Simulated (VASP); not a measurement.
Write the native input for VASP 6.6.1 that does the following.

| Quantity | Value |
| --- | --- |
| Task | single point |
| Functional | PBE |
| Potentials or basis | VASP PAW PBE potentials, release 64 (S, K_sv) |
| Cutoff | 500 eV |
| k mesh | 4 × 4 × 4 |
| Occupations | gaussian, width 0.01 eV |
| Spin | no spin polarisation |
| Dipole correction | no |
| Further INCAR settings | ALGO = Normal; EDIFF = 1e-06; NBANDS = 19 |

The structure of K2S lies in POSCAR:

```
K2S
1.0
    0.0000000000      3.7027568578      3.7027568578
    3.7027568578      0.0000000000      3.7027568578
    3.7027568578      3.7027568578      0.0000000000
S K
1 2
Direct
    0.0000000000      0.0000000000      0.0000000000
    0.2500000000      0.2500000000      0.2500000000
    0.7500000000      0.7500000000      0.7500000000
```

One way to write it, as run:

INCAR

```
SYSTEM = K2S
PREC = Accurate
ENCUT = 500
EDIFF = 1E-6
ISMEAR = 0
SIGMA = 0.01
LREAL = .False.
LASPH = .True.
NELM = 120
ALGO = Normal
ISIF = 2
LWAVE = .False.
LCHARG = .False.
GGA = PE
NBANDS = 19
GGA_COMPAT = .False.
```

KPOINTS

```
regular mesh
0
Gamma
  4 4 4
  0 0 0
```

Potentials or basis: VASP PAW PBE potentials, release 64 (S, K_sv).

Run with:

```console
$ cat potpaw_PBE.64/S/POTCAR potpaw_PBE.64/K_sv/POTCAR > POTCAR
$ mpirun -np 1 vasp_std > vasp.out
```

Results of the run:

The pressure is 0.5 GPa and the band gap on the k mesh is 2.38 eV (least direct gap 2.57 eV).

It took 15 s on 1 thread of Intel(R) Xeon(R) Platinum 8375C CPU @ 2.90GHz (Ice Lake), with other jobs on the host, peak memory 0.23 GiB.
